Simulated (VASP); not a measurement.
Here is a VASP 6.6.1 calculation.

INCAR

```
SYSTEM = CdF2
  ALGO = Normal
  EDIFF = 1E-6
  ENCUT = 600
  GGA = PE
  GGA_COMPAT = .False.
  ISIF = 2
  ISMEAR = 0
  LASPH = .True.
  LCHARG = .False.
  LREAL = .False.
  LWAVE = .False.
  NBANDS = 20
  NELM = 120
  PREC = Accurate
  SIGMA = 0.02
```

KPOINTS

```
k-points
0
Gamma
  8 8 8
  0 0 0
```

The input POSCAR:

```
CdF2
1.0
    0.0000000000      2.7406998190      2.7406998190
    2.7406998190      0.0000000000      2.7406998190
    2.7406998190      2.7406998190      0.0000000000
Cd F
1 2
Direct
    0.0000000000      0.0000000000      0.0000000000
    0.2500000000      0.2500000000      0.2500000000
    0.7500000000      0.7500000000      0.7500000000
```

Potentials or basis: VASP PAW PBE potentials, release 64 (Cd, F).

Run with:

```bash
$ cat potpaw_PBE.64/Cd/POTCAR potpaw_PBE.64/F/POTCAR > POTCAR
$ mpirun -np 1 vasp_std > vasp.out
```

Estimate the pressure.

0.4 GPa.

Predict the band gap on the k mesh.

2.89 eV, indirect (least direct gap 3.45 eV).

A k mesh can miss the band edges. As with any semilocal functional, this PBE gap is likely too small.
